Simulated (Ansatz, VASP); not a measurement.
## Two plane-wave programs on BiS4

```
Bi S
1.0
     6.37807    0.00000    0.00000
     0.00000    6.37807    0.00000
     0.00000    0.00000    4.04246
Bi S
1 4
Direct
  0.00000 0.00000 0.50000
  0.65911 0.00000 0.00000
  0.34089 0.00000 0.00000
  0.00000 0.65911 0.00000
  0.00000 0.34089 0.00000
```

Alike in both runs: functional PBE; k mesh 4 × 4 × 4; occupations gaussian, width 0.1 eV; no spin polarisation.

Ansatz relaxed the structure, and its values are those at the end. VASP's run is a single point on that final structure, the one shown.

```csv
,VASP,Ansatz
version,VASP 6.6.1,Ansatz 0.2.0
potentials or method,"VASP PAW PBE potentials, release 64 (Bi_d, S), cutoff 520 eV","scalar-relativistic, plane waves, PAW"
valence electrons in the cell,39,39
```

```tsv
	VASP	Ansatz	Ansatz less VASP
gap on the k mesh at the Fermi level (eV)	none	none	-
pressure (GPa)	-0.1	0.1	+0.19
rms of the force components (eV/Å)	0.066	0.003	-0.0629
```

A gap of «none» marks a metal or a gap that the smearing closes. With one functional, cell and mesh, what is left measures potentials, basis and numerics.

The k mesh is coarse, so the values compare programs but aren't converged. Neither program's run includes spin-orbit coupling.
